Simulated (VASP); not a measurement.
Input of a VASP 6.6.1 run:

INCAR

```
SYSTEM = SrO
PREC = Accurate ; ENCUT = 520
EDIFF = 1E-6 ; ISMEAR = -1
SIGMA = 0.05 ; LREAL = .FALSE.
LASPH = .TRUE. ; NELM = 100
ALGO = Normal ; ISIF = 2
LWAVE = .FALSE. ; LCHARG = .FALSE.
GGA = RP ; NBANDS = 15
```

File KPOINTS:

```
Automatic mesh
0
G
  9 9 9
  0 0 0
```

File POSCAR:

```
SrO
1.0
    0.0000000000      2.6000709780      2.6000709780
    2.6000709780      0.0000000000      2.6000709780
    2.6000709780      2.6000709780      0.0000000000
Sr O
1 1
Direct
    0.5000000000      0.5000000000      0.5000000000
    0.0000000000      0.0000000000      0.0000000000
```

Potentials or basis: VASP PAW PBE potentials, release 64 (Sr_sv, O).

Launch:

```console
$ cat potpaw_PBE.64/Sr_sv/POTCAR potpaw_PBE.64/O/POTCAR > POTCAR
$ mpirun -np 1 vasp_std > vasp.out
```

Task: Predict the pressure.

Result: 3.2 GPa.

Task: What does it give for the band gap on the k mesh?

Result: 3.45 eV, indirect (least direct gap 3.57 eV).

Caveat: the PAW data sets were made with another functional, which shifts forces and pressure a little. Expect the measured gap to be larger: semilocal functionals such as RPBE lack the derivative discontinuity.
